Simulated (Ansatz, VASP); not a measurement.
# BiN in VASP and in Ansatz

```
Bi N
1.0
     0.00000    2.77610    2.77610
     2.77610    0.00000    2.77610
     2.77610    2.77610    0.00000
Bi N
1 1
Direct
  0.00000 0.00000 0.00000
  0.25000 0.25000 0.25000
```

Alike in both runs: task single point; functional PBE; k mesh 10 × 10 × 10; occupations gaussian, width 0.05 eV; non-collinear spin, spin-orbit coupling.

```csv
,VASP,Ansatz
version,VASP 6.6.1,Ansatz 0.2.0
potentials or method,"VASP PAW PBE potentials, release 64 (Bi_d, N), cutoff 520 eV","plane waves, PAW"
valence electrons in the cell,20,20
```

Ansatz gave:

- pressure (GPa): 0.9
- net moment per atom (μB): 0.00

Estimate VASP's values.

pressure (GPa): 0.7; net moment per atom (μB): 0.00.
